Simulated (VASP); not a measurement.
# InSb (F-43m) in VASP: further runs

InSb is run at these levels: PBE, r2SCAN; tasks: single point.

All numbers are computed with VASP 6.6.1; they aren't measurements. Logs are shortened: lines on timing, memory, paths and dates and some standing lists are left out, and cuts for length are marked.

### 1 The cell of the first run

It takes space group F-43m (No. 216, cubic). Conventional cell: a = 6.915 Å, b = 6.915 Å, c = 6.915 Å, α = 90.00°, β = 90.00°, γ = 90.00°. In (site symmetry -43m) has 4 Sb at 2.99 Å within 3.9 Å. Within 3.9 Å of Sb (site symmetry -43m) lie 4 In at 2.99 Å.

### 2 Single point, PBE (strain +5.4%)

INCAR reads:

```
ALGO = Normal
EDIFF = 1E-7
ENCUT = 520
GGA = PE
ISIF = 2
ISMEAR = -1
LASPH = True
LCHARG = True
LELF = True
LREAL = False
LVHAR = True
LWAVE = False
NBANDS = 16
NELM = 60
PREC = Accurate
SIGMA = 0.02
```

KPOINTS reads:

```
k-points
0
Gamma
  6 6 6
```

POSCAR reads:

```
InSb
1.0
    0.0000000000      3.4575905712      3.4575905712
    3.4575905712      0.0000000000      3.4575905712
    3.4575905712      3.4575905712      0.0000000000
In Sb
1 1
Direct
    0.0000000000      0.0000000000      0.0000000000
    0.2500000000      0.2500000000      0.2500000000
```

Potentials or basis: VASP PAW PBE potentials, release 64 (In_d, Sb).

Run with:

```console
$ cat potpaw_PBE.64/In_d/POTCAR potpaw_PBE.64/Sb/POTCAR > POTCAR
$ mpirun -np 1 vasp_std > vasp.out
```

OUTCAR:

```text
EDIFF = 1E-7
   ENCUT = 520
   GGA = PE
   ISIF = 2
   ISMEAR = -1
   LASPH = True
   LREAL = False
   NELM = 60
   PREC = Accurate

 ion  position               nearest neighbor table
   1  0.000  0.000  0.000-   2 2.99   2 2.99   2 2.99   2 2.99
   2  0.250  0.250  0.250-   1 2.99   1 2.99   1 2.99   1 2.99

  LATTYP: Found a face centered cubic cell.
 ALAT       =     6.9151811424

  Lattice vectors:

 A1 = (   0.0000000000,   3.4575905712,   3.4575905712)
 A2 = (   3.4575905712,   0.0000000000,   3.4575905712)
 A3 = (   3.4575905712,   3.4575905712,   0.0000000000)

Analysis of symmetry for initial positions (statically):
=====================================================================
 Subroutine PRICEL returns:
 Original cell was already a primitive cell.

 Routine SETGRP: Setting up the symmetry group for a
 face centered cubic supercell.

 Subroutine GETGRP returns: Found 24 space group operations
 (whereof 24 operations were pure point group operations)
 out of a pool of 48 trial point group operations.

The static configuration has the point symmetry T_d .

Analysis of symmetry for dynamics (positions and initial velocities):
=====================================================================
 Subroutine PRICEL returns:
 Original cell was already a primitive cell.

 Routine SETGRP: Setting up the symmetry group for a
 face centered cubic supercell.

 Subroutine GETGRP returns: Found 24 space group operations
 (whereof 24 operations were pure point group operations)
 out of a pool of 48 trial point group operations.

The dynamic configuration has the point symmetry T_d .

 Subroutine INISYM returns: Found 24 space group operations
 (whereof 24 operations are pure point group operations),
 and found     1 'primitive' translations

----------------------------------------------------------------------------------------

                                     Primitive cell

  volume of cell :      82.6705

  direct lattice vectors                    reciprocal lattice vectors
     0.000000000  3.457590571  3.457590571    -0.144609372  0.144609372  0.144609372
     3.457590571  0.000000000  3.457590571     0.144609372 -0.144609372  0.144609372
     3.457590571  3.457590571  0.000000000     0.144609372  0.144609372 -0.144609372

  length of vectors
     4.889771479  4.889771479  4.889771479     0.250470779  0.250470779  0.250470779

  position of ions in fractional coordinates (direct lattice)
     0.000000000  0.000000000  0.000000000
     0.250000000  0.250000000  0.250000000

  ion indices of the primitive-cell ions
   primitive index   ion index
                 1           1
                 2           2

----------------------------------------------------------------------------------------

 KPOINTS: k-points

Automatic generation of k-mesh.
 Grid dimensions read from file:
 generate k-points for:    6    6    6

 Generating k-lattice:

  Cartesian coordinates                     Fractional coordinates (reciprocal lattice)
    -0.024101562  0.024101562  0.024101562     0.166666667  0.000000000  0.000000000
     0.024101562 -0.024101562  0.024101562     0.000000000  0.166666667  0.000000000
     0.024101562  0.024101562 -0.024101562     0.000000000  0.000000000  0.166666667

  Length of vectors
     0.041745130  0.041745130  0.041745130

  Shift w.r.t. Gamma in fractional coordinates (k-lattice)
     0.000000000  0.000000000  0.000000000

 Subroutine IBZKPT returns following result:
 ===========================================

 Found     16 irreducible k-points:

 Following reciprocal coordinates:
            Coordinates               Weight
  0.000000  0.000000  0.000000      1.000000
  0.166667  0.000000  0.000000      8.000000
  0.333333  0.000000  0.000000      8.000000
  0.500000  0.000000  0.000000      4.000000
  0.166667  0.166667  0.000000      6.000000
  0.333333  0.166667  0.000000     24.000000
[... 8 lines left out ...]
 -0.333333  0.333333  0.166667     24.000000
 -0.333333  0.500000  0.166667     12.000000
   k-points           NKPTS =     16   k-points in BZ     NKDIM =     16   number of bands    NBANDS=     16
   number of dos      NEDOS =    301   number of ions     NIONS =      2
   total plane-waves  NPLWV =  46656
   dimension x,y,z NGX =    36 NGY =   36 NGZ =   36
   dimension x,y,z NGXF=    72 NGYF=   72 NGZF=   72
   ions per type =               1   1
   NGX,Y,Z   is equivalent  to a cutoff of  12.24, 12.24, 12.24 a.u.
   NGXF,Y,Z  is equivalent  to a cutoff of  24.48, 24.48, 24.48 a.u.
 SYSTEM =  unknown system
   PREC   = accura    normal or accurate (medium, high low for compatibility)
   ISTART =      0    job   : 0-new  1-cont  2-samecut
   ICHARG =      2    charge: 1-file 2-atom 10-const
   ISPIN  =      1    spin polarized calculation?
   LNONCOLLINEAR =      F non collinear calculations
   LSORBIT =      F    spin-orbit coupling
   LASPH  =      T    aspherical Exc in radial PAW
   ENCUT  =  520.0 eV  38.22 Ry    6.18 a.u.   9.09  9.09  9.09*2*pi/ulx,y,z
   NELM   =     60;   NELMIN=  2; NELMDL= -5     # of ELM steps
   EDIFF  = 0.1E-06   stopping-criterion for ELM
   LREAL  =      F    real-space projection
   EDIFFG = 0.1E-05   stopping-criterion for IOM
   NSW    =      0    number of steps for IOM
   IBRION =     -1    ionic relax: 0-MD 1-quasi-New 2-CG
   NFREE  =      0    steps in history (QN), initial steepest desc. (CG)
   ISIF   =      2    stress and relaxation
   ISYM   =      2    0-nonsym 1-usesym 2-fastsym
   POTIM  = 0.5000    time-step for ionic-motion
   TEBEG  =    0.0;   TEEND  =   0.0 temperature during run
   PSTRESS=    0.0 pullay stress
   NELECT =      18.0000    total number of electrons
   NUPDOWN=      -1.0000    fix difference up-down
   EMIN   =  10.00;   EMAX   =-10.00  energy-range for DOS
   EFERMI =   0.00;   METHOD = LEGACY
   ISMEAR =    -1;   SIGMA  =   0.02  broadening in eV -4-tet -1-fermi 0-gaus
   EFERMI_NEDOS =   21; number of points for ismear=-14 and -15
   IALGO  =     38    algorithm
   IMIX   =      4    mixing-type and parameters
     AMIX     =   0.40;   BMIX     =  1.00
     AMIX_MAG =   1.60;   BMIX_MAG =  1.00
  volume/ion in A,a.u.               =      41.34       278.94
  Fermi-wavevector in a.u.,A,eV,Ry     =   0.984877  1.861148 13.197422  0.969983
  Thomas-Fermi vector in A             =   2.116143
   LORBIT       =      0    0 simple, 1 ext, 2 COOP (PROOUT), +10 PAW based schemes
   GGA     = PE    functional components
   LHFCALC =     F    Hartree Fock is set to
   AEXX    =    0.0000 exact exchange contribution
   IVDW    =     0    specifies the selected vdW correction
   LEPSILON=     F    determine dielectric tensor
   LRPA    =     F    only Hartree local field effects (RPA)
 non-spin polarized calculation
  energy-cutoff  :      520.00
  volume of cell :       82.67
 maximum number of plane-waves:      2252
   NGX = 19   NGY = 19   NGZ = 19

 number of electron      18.0000004 magnetization

 Free energy of the ion-electron system (eV)
  ---------------------------------------------------
  ext. energy  EPLUGINS =         0.00000000
  ---------------------------------------------------
  free energy    TOTEN  =        -6.82091975 eV

  energy without entropy =       -6.82056586  energy(sigma->0) =       -6.82074281

 E-fermi :   3.2787     XC(G=0):  -7.8698

 val. band max:        3.2648438037   @ k =   0.0000   0.0000   0.0000
 cond. band min:       3.4999680829   @ k =   0.5000   0.0000   0.0000
 fundamental gap:      0.2351242791
 Fermi energy:         3.2787061946

 k-point     1 :       0.0000    0.0000    0.0000
  band No.  band energies     occupation
      1     -11.0505      2.00000
      2     -11.0505      2.00000
      3     -11.0505      2.00000
      4     -11.0082      2.00000
      5     -11.0082      2.00000
      6      -6.3810      2.00000
[... 8 lines left out ...]
     15      11.1487      0.00000
     16      11.1487      0.00000

 k-point     2 :       0.1667    0.0000    0.0000
  band No.  band energies     occupation
      1     -11.0555      2.00000
      2     -11.0480      2.00000
      3     -11.0480      2.00000
      4     -11.0082      2.00000
      5     -11.0082      2.00000
      6      -6.1996      2.00000
[... 8 lines left out ...]
     15      10.4200      0.00000
     16      10.4200      0.00000

 k-point     3 :       0.3333    0.0000    0.0000
  band No.  band energies     occupation
      1     -11.0654      2.00000
      2     -11.0436      2.00000
      3     -11.0436      2.00000
      4     -11.0077      2.00000
      5     -11.0077      2.00000
      6      -5.7508      2.00000
[... 8 lines left out ...]
     15      10.7086      0.00000
     16      10.7086      0.00000

 k-point     4 :       0.5000    0.0000    0.0000
  band No.  band energies     occupation
      1     -11.0703      2.00000
      2     -11.0417      2.00000
      3     -11.0417      2.00000
      4     -11.0071      2.00000
      5     -11.0071      2.00000
      6      -5.4516      2.00000
[... 8 lines left out ...]
     15      11.8968      0.00000
     16      11.8971      0.00000
[... 172 lines left out ...]
 k-point    14 :       0.5000    0.3333    0.1667
  band No.  band energies     occupation
      1     -11.0752      2.00000
      2     -11.0388      2.00000
      3     -11.0360      2.00000
      4     -11.0114      2.00000
      5     -11.0059      2.00000
      6      -5.3951      2.00000
[... 8 lines left out ...]
     15      11.4103      0.00000
     16      12.6308      0.00000

 k-point    15 :      -0.3333    0.3333    0.1667
  band No.  band energies     occupation
      1     -11.0775      2.00000
      2     -11.0385      2.00000
      3     -11.0338      2.00000
      4     -11.0107      2.00000
      5     -11.0067      2.00000
      6      -5.1595      2.00000
[... 8 lines left out ...]
     15      12.1218      0.00000
     16      12.3952      0.00000

 k-point    16 :      -0.3333    0.5000    0.1667
  band No.  band energies     occupation
      1     -11.0819      2.00000
      2     -11.0356      2.00000
      3     -11.0310      2.00000
      4     -11.0131      2.00000
      5     -11.0053      2.00000
      6      -5.0447      2.00000
[... 8 lines left out ...]
     15      12.0892      0.00000
     16      12.9384      0.00000

------------------------ aborting loop because EDIFF is reached ----------------------------------------

  FORCE on cell =-STRESS in cart. coord.  units (eV):
  Direction    XX          YY          ZZ          XY          YZ          ZX
  --------------------------------------------------------------------------------------
  -------------------------------------------------------------------------------------
  Total       -1.7244670     -1.7244670     -1.7244670     -0.0000000      0.0000000     -0.0000000
  in kB      -33.4206405    -33.4206405    -33.4206405     -0.0000000      0.0000000     -0.0000000
  external PRESSURE =     -33.4206405 kB  Pullay stress =       0.0000000 kB

 VOLUME and BASIS-vectors are now :
 -----------------------------------------------------------------------------
  energy-cutoff  :      520.00
  volume of cell :       82.67
      direct lattice vectors                 reciprocal lattice vectors
     0.000000000  3.457590571  3.457590571    -0.144609372  0.144609372  0.144609372
     3.457590571  0.000000000  3.457590571     0.144609372 -0.144609372  0.144609372
     3.457590571  3.457590571  0.000000000     0.144609372  0.144609372 -0.144609372

 POSITION                                       TOTAL-FORCE (eV/Angst)
 -----------------------------------------------------------------------------------
      0.00000      0.00000      0.00000        -0.000000     -0.000000      0.000000
      1.72880      1.72880      1.72880         0.000000      0.000000     -0.000000
 -----------------------------------------------------------------------------------
    total drift:                               -0.000000     -0.000000     -0.000000

  FREE ENERGIE OF THE ION-ELECTRON SYSTEM (eV)
  ---------------------------------------------------
  free  energy   TOTEN  =        -6.8209197548 eV

  energy  without entropy=       -6.8205658581  energy(sigma->0) =       -6.82074281
```

Run time: 38 s. Hardware: 1 thread of AMD EPYC 7R43 (Zen 3), shared host; peak memory 0.18 GiB.

What came out:

```yaml
Free_energy: -6.8209 eV
Pressure: -3.3 GPa
Band_gap_on_the_k_mesh: zero (filled and empty bands touch)
```

Caveat: the cell differs from its parent crystal (strain +5.4%); spin-orbit coupling is left out, which moves the levels of the heavy elements.

### 3 Single point, r2SCAN (strain +5.4%)

POSCAR is that of step 2.

INCAR.step1 reads:

```
PREC = Accurate
ENCUT = 520
ISMEAR = -1
SIGMA = 0.02
LREAL = F
LASPH = T
NELM = 100
NBANDS = 16
GGA = PE
ALGO = Normal
EDIFF = 1E-4
LWAVE = T
LCHARG = F
```

INCAR.step2 reads:

```
PREC = Accurate
ENCUT = 520
EDIFF = 1E-6
ISMEAR = -1
SIGMA = 0.02
LREAL = F
LASPH = T
NELM = 100
ALGO = Normal
ISIF = 2
LWAVE = F
LCHARG = T
METAGGA = R2SCAN
LMIXTAU = T
LELF = T
LVHAR = T
NBANDS = 16
ISTART = 1
```

KPOINTS reads:

```
regular mesh
0
Gamma
  6 6 6
```

Potentials or basis: VASP PAW PBE potentials, release 64 (In_d, Sb).

Run with:

```console
$ cat potpaw_PBE.64/In_d/POTCAR potpaw_PBE.64/Sb/POTCAR > POTCAR
$ cp INCAR.step1 INCAR
$ mpirun -np 1 vasp_std > vasp.out
$ cp INCAR.step2 INCAR
$ mpirun -np 1 vasp_std > vasp.out
```

OUTCAR:

```text
PREC = Accurate
   ENCUT = 520
   EDIFF = 1E-6
   ISMEAR = -1
   LREAL = F
   LASPH = T
   NELM = 100
   ISIF = 2
   METAGGA = R2SCAN
   ISTART = 1

 ion  position               nearest neighbor table
   1  0.000  0.000  0.000-   2 2.99   2 2.99   2 2.99   2 2.99
   2  0.250  0.250  0.250-   1 2.99   1 2.99   1 2.99   1 2.99

  LATTYP: Found a face centered cubic cell.
 ALAT       =     6.9151811424

  Lattice vectors:

 A1 = (   0.0000000000,   3.4575905712,   3.4575905712)
[... 478 lines left out ...]
------------------------ aborting loop because EDIFF is reached ----------------------------------------

  FORCE on cell =-STRESS in cart. coord.  units (eV):
  Direction    XX          YY          ZZ          XY          YZ          ZX
  --------------------------------------------------------------------------------------
  -------------------------------------------------------------------------------------
  Total       -2.4335613     -2.4335613     -2.4335613      0.0000000      0.0000000      0.0000000
  in kB      -47.1630833    -47.1630833    -47.1630833      0.0000000      0.0000000      0.0000000
  external PRESSURE =     -47.1630833 kB  Pullay stress =       0.0000000 kB

 VOLUME and BASIS-vectors are now :
 -----------------------------------------------------------------------------
  energy-cutoff  :      520.00
  volume of cell :       82.67
      direct lattice vectors                 reciprocal lattice vectors
     0.000000000  3.457590571  3.457590571    -0.144609372  0.144609372  0.144609372
     3.457590571  0.000000000  3.457590571     0.144609372 -0.144609372  0.144609372
     3.457590571  3.457590571  0.000000000     0.144609372  0.144609372 -0.144609372

 POSITION                                       TOTAL-FORCE (eV/Angst)
 -----------------------------------------------------------------------------------
      0.00000      0.00000      0.00000         0.000000      0.000000      0.000000
      1.72880      1.72880      1.72880        -0.000000     -0.000000     -0.000000
 -----------------------------------------------------------------------------------
    total drift:                                0.000000      0.000000      0.000000

  FREE ENERGIE OF THE ION-ELECTRON SYSTEM (eV)
  ---------------------------------------------------
  free  energy   TOTEN  =       -48.5437472941 eV

  energy  without entropy=      -48.5433935874  energy(sigma->0) =      -48.54357044
```

OUTCAR.step1:

```text
PREC = Accurate
   ENCUT = 520
   ISMEAR = -1
   LREAL = F
   LASPH = T
   NELM = 100
[... 511 lines left out ...]
 -----------------------------------------------------------------------------------
      0.00000      0.00000      0.00000         0.000000     -0.000000      0.000000
      1.72880      1.72880      1.72880        -0.000000      0.000000     -0.000000
 -----------------------------------------------------------------------------------
    total drift:                               -0.000000     -0.000000     -0.000000

  FREE ENERGIE OF THE ION-ELECTRON SYSTEM (eV)
  ---------------------------------------------------
  free  energy   TOTEN  =        -6.8208607982 eV

  energy  without entropy=       -6.8205068897  energy(sigma->0) =       -6.82068384
```

It took 2 min on 1 thread of AMD EPYC 7R43 (Zen 3), shared host; peak memory 0.18 GiB.

What came out:

* Free energy: -48.5437 eV
* Pressure: -4.7 GPa
* Band gap on the k mesh: zero (filled and empty bands touch)

Caveat: the cell differs from its parent crystal (strain +5.4%); the PAW data sets were made with another functional, which shifts forces and pressure a little; spin-orbit coupling is left out, which moves the levels of the heavy elements.
